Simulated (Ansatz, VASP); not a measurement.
**Two plane-wave programs on Sr3Si**

```
CELL_PARAMETERS angstrom
4.77409 0.00000 0.00000
0.00000 4.77409 0.00000
0.00000 0.00000 4.72502
ATOMIC_POSITIONS crystal
Sr 0.00000 0.50000 0.50000
Sr 0.50000 0.00000 0.50000
Sr 0.50000 0.50000 0.00000
Si 0.00000 0.00000 0.00000
```

Alike in both runs: task relaxation of cell and atoms; functional PBE; k mesh 4 × 4 × 4; occupations gaussian, width 0.1 eV; no spin polarisation.

|  | VASP | Ansatz |
| --- | --- | --- |
| version | VASP 6.6.1 | Ansatz 0.2.0 |
| potentials or method | VASP PAW PBE potentials, release 64 (Sr_sv, Si), cutoff 600 eV | scalar-relativistic, plane waves, PAW |
| valence electrons in the cell | 34 | 34 |

```tsv
	VASP	Ansatz	Ansatz less VASP
gap on the k mesh at the Fermi level, each at its own relaxed structure (eV)	none	none	-
relaxed volume (Å³/atom)	35.04	34.76	-0.283
relaxed cell length with the largest relative difference (Å)	5.203	5.182	-0.0212
```

A gap of «none» marks a metal or a gap that the smearing closes.

Noted on VASP's run: the volume moved by over 15 % at a fixed basis, so the end points are rough.
